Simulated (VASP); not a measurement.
## Sb: single point with r2SCAN

System: Sb, a slab with vacuum.

```
Sb
1.0
     5.25765    0.00000    0.00000
     0.00000    4.34608    0.00000
     0.00000    0.00000   29.02170
Sb
4
Direct
  0.06583 0.00000 0.37489
  0.43417 0.50000 0.37489
  0.56583 0.50000 0.27979
  0.93417 0.00000 0.27979
```

This cell differs from its parent crystal: strain +2.5%.

* Program: VASP 6.6.1
* Task: single point
* Functional: r2SCAN
* Potentials or basis: VASP PAW PBE potentials, release 64 (Sb)
* Cutoff: 520 eV
* k mesh: 6 × 6 × 1
* Occupations: gaussian, width 0.01 eV
* Spin: no spin polarisation

- Largest force: 0.060 eV/Å
- Band gap on the k mesh: 0.72 eV

Forces in eV/Å, atoms in the order of the input:
```
Sb  -0.027  0.000  0.053
Sb   0.027  0.000  0.053
Sb  -0.027  0.000 -0.053
Sb   0.027  0.000 -0.053
```

Levels at points of the mesh, in eV from the valence-band top:
| k point | band 6 | band 7 | band 8 | band 9 | band 10 | band 11 | band 12 | band 13 | band 14 | band 15 |
| --- | --- | --- | --- | --- | --- | --- | --- | --- | --- | --- |
| (0.00, 0.00, 0.00) | -3.05 | -2.66 | -1.28 | -1.27 | -0.18 | 0.93 | 1.84 | 2.02 | 2.63 | 4.38 |
| (0.50, 0.00, 0.00) | -2.30 | -1.75 | -1.75 | -0.64 | -0.64 | 1.20 | 1.20 | 2.28 | 2.28 | 2.77 |
| (0.00, 0.50, 0.00) | -2.92 | -1.92 | -1.92 | -1.56 | -1.56 | 1.29 | 1.29 | 1.66 | 1.66 | 2.76 |
| (0.50, 0.50, 0.00) | -3.96 | -3.28 | -3.28 | -1.33 | -1.33 | 2.41 | 2.41 | 3.90 | 3.90 | 5.14 |

It took 29 min on 1 thread of Intel Xeon 8259CL, on a shared host, peak memory 0.72 GiB.

Caveat: the cell differs from its parent crystal (strain +2.5%); the PAW data sets were made with another functional, which shifts forces and pressure a little; spin-orbit coupling is left out, which moves the levels of the heavy elements.
